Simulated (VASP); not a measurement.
Write the native input for VASP 6.6.1 that does the following.

* Task: single point
* Functional: revPBE
* Potentials or basis: VASP PAW PBE potentials, release 64 (Fe)
* Cutoff: 600 eV
* k mesh: 16 × 16 × 9
* Occupations: fermi-dirac, width 0.1 eV
* Spin: no spin polarisation
* Dipole correction: no
* Further INCAR settings: ALGO = Normal; EDIFF = 1e-06; NBANDS = 15

The structure of Fe lies in POSCAR:

```
Fe
1.0
    2.4061630455      0.0000000000      0.0000000000
   -1.2030815228      2.0837983230      0.0000000000
    0.0000000000      0.0000000000      3.8053164763
Fe
2
Direct
    0.3333333333      0.6666666667      0.2500000000
    0.6666666667      0.3333333333      0.7500000000
```

This isn't the form of Fe at room conditions, which is bcc.

The input as run:

INCAR

```
PREC = Accurate
ENCUT = 600
EDIFF = 1E-6
ISMEAR = -1
SIGMA = 0.1
LREAL = False
LASPH = True
NELM = 120
ALGO = Normal
ISIF = 2
LWAVE = False
LCHARG = False
GGA = RE
NBANDS = 15
GGA_COMPAT = False
```

KPOINTS

```
Automatic mesh
0
Gamma
  16 16 9
```

Potentials or basis: VASP PAW PBE potentials, release 64 (Fe).

Launch:

```console
$ cat potpaw_PBE.64/Fe/POTCAR > POTCAR
$ mpirun -np 1 vasp_std > vasp.out
```

It gave:

- Pressure: 26.6 GPa
- Band gap on the k mesh: zero (bands 8 and 9 overlap by 2.06 eV)

Caveat: the cell stands under pressure; the PAW data sets were made with another functional, which shifts forces and pressure a little; the run has no spin polarisation, though such a crystal can be magnetic.

Run time: 24 s on 1 thread of Intel(R) Xeon(R) Platinum 8559C (Emerald Rapids), on a shared host, peak memory 0.16 GiB.
